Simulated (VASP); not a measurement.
A run of VASP 6.6.1 is set up as follows.

INCAR

```
SYSTEM = SnSe2
  ALGO = Normal
  EDIFF = 1E-6
  ENCUT = 500
  GGA = PE
  GGA_COMPAT = .FALSE.
  ISIF = 2
  ISMEAR = 0
  IVDW = 12
  LASPH = .TRUE.
  LCHARG = .FALSE.
  LREAL = .FALSE.
  LWAVE = .FALSE.
  NBANDS = 20
  NELM = 120
  PREC = Accurate
  SIGMA = 0.03
```

Contents of KPOINTS:

```
k-points
0
G
  12 12 6
  0 0 0
```

File POSCAR:

```
SnSe2
1.0
    3.9869665719      0.0000000000      0.0000000000
   -1.9934832860      3.4528143353      0.0000000000
    0.0000000000      0.0000000000      5.8724030638
Sn Se
1 2
Direct
    0.0000000000      0.0000000000      0.0000000000
    0.3333333333      0.6666666667      0.2651331237
    0.6666666667      0.3333333333      0.7348668763
```

Potentials or basis: VASP PAW PBE potentials, release 64 (Sn_d, Se).

Command:

```console
$ cat potpaw_PBE.64/Sn_d/POTCAR potpaw_PBE.64/Se/POTCAR > POTCAR
$ mpirun -np 1 vasp_std > vasp.out
```

Q: Estimate the pressure.

A: -3.0 GPa.

Q: What does it give for the dispersion energy per atom?

A: -0.345 eV.

Q: Predict the largest force.

A: 0.043 eV/Å.

Forces in eV/Å, atoms in the order of the input:
```
Sn   0.000  0.000  0.000
Se   0.000  0.000 -0.043
Se   0.000  0.000  0.043
```
